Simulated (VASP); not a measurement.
# SnO2 (Cassiterite): single point with PBE+D4

SnO2 (Cassiterite):

```xyz
6
Lattice="4.6740 0.0000 0.0000 0.0000 4.6740 0.0000 0.0000 0.0000 3.1434" Properties=species:S:1:pos:R:3 pbc="T T T"
Sn    0.0000    0.0000    0.0000
Sn    2.3370    2.3370    1.5717
O     1.4354    1.4354    0.0000
O     0.9016    3.7724    1.5717
O     3.2386    3.2386    0.0000
O     3.7724    0.9016    1.5717
```

| Quantity | Value |
| --- | --- |
| Program | VASP 6.6.1 |
| Task | single point |
| Functional | PBE |
| Dispersion | D4 |
| Potentials or basis | VASP PAW PBE potentials, release 64 (Sn_d, O) |
| Cutoff | 520 eV |
| k mesh | 4 × 4 × 6 |
| Occupations | gaussian, width 0.01 eV |
| Spin | no spin polarisation |

```
Pressure                   : 18.4 GPa
Largest force              : 0.480 eV/Å
Band gap on the k mesh     : 1.76 eV, direct
Dispersion energy per atom : -0.281 eV
```

Forces on the atoms (eV/Å):
```
Sn   0.000  0.000  0.000
Sn   0.000  0.000  0.000
O   -0.339 -0.339  0.000
O    0.339 -0.339  0.000
O    0.339  0.339  0.000
O   -0.339  0.339  0.000
```

Stress tensor (GPa, compression positive):
```
16.20  0.00  0.00
 0.00 16.20  0.00
 0.00  0.00 22.71
```

Levels at points of the mesh, in eV from the valence-band top:
```
           k point  band 24  band 25  band 26  band 27  band 28  band 29
(0.00, 0.00, 0.00)    -0.82    -0.82     0.00     1.76     6.54     6.58
(0.50, 0.00, 0.00)    -1.16    -0.66    -0.66     4.90     4.90     7.34
(0.50, 0.50, 0.00)    -1.28    -0.94    -0.94     5.31     5.31     7.83
(0.00, 0.00, 0.50)    -1.77    -1.32    -1.32     6.74     6.74    10.08
(0.50, 0.00, 0.50)    -1.18    -0.65    -0.65     7.03     7.03     8.42
(0.50, 0.50, 0.50)    -1.01    -0.89    -0.89     5.36     5.36     9.09
```

It took 43 s on 1 thread of AMD EPYC 7R13 Processor (Zen 3), on a shared host, peak memory 0.16 GiB.

Caveat: spin-orbit coupling is left out, which moves the levels of the heavy elements.
